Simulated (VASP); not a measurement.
CuO: single point with PBEsol

The system is CuO.

```
Cu O
1.0
     2.07090   -2.07248    0.16176
     2.07090    2.07248    0.16176
    -0.39795    0.00000    5.08665
Cu O
2 2
Direct
  0.00000 0.50000 0.00000
  0.50000 0.00000 0.50000
  0.50003 0.49997 0.25000
  0.49997 0.50003 0.75000
```

This cell differs from its parent crystal: volume scaled by 1.03, then relaxed in part.

| Property | Result |
| --- | --- |
| Program | VASP 6.6.1 |
| Task | single point |
| Functional | PBEsol |
| Potentials or basis | VASP PAW PBE potentials, release 64 (Cu, O) |
| Cutoff | 520 eV |
| k mesh | 16 × 16 × 8 |
| Occupations | gaussian, width 0.1 eV |
| Spin | no spin polarisation |

```yaml
Pressure: -3.6 GPa
Band_gap_on_the_k_mesh: zero (band 17 reaches 5.54 eV, above the bottom of band 18 at 4.31 eV)
```

Stress tensor (GPa, compression positive):
```
-3.77  0.00 -0.02
 0.00 -3.73  0.00
-0.02  0.00 -3.44
```

Levels at points of the mesh, in eV from the Fermi level:
```csv
k point,band 15,band 16,band 17,band 18,band 19,band 20
"(0.00, 0.00, 0.00)",-2.32,-1.91,0.68,0.68,1.37,5.95
"(0.50, 0.00, 0.00)",-1.60,-1.53,0.21,0.47,3.62,5.81
"(0.50, 0.50, 0.00)",-1.65,-1.23,-1.22,1.12,1.93,7.16
"(0.00, 0.00, 0.50)",-1.59,-1.59,0.09,0.09,3.42,3.42
"(0.50, 0.00, 0.50)",-2.06,-1.86,-0.18,0.68,4.23,5.86
"(0.50, 0.50, 0.50)",-1.45,-1.45,-0.54,-0.54,3.85,3.85
```

It took 3.3 min on 1 thread of Intel(R) Xeon(R) Platinum 8559C (Emerald Rapids) (shared host), peak memory 0.56 GiB.

Caveat: the PAW data sets were made with another functional, which shifts forces and pressure a little; semilocal functionals often make such compounds metallic where correlation or magnetic order opens a gap, which also shifts bond lengths.
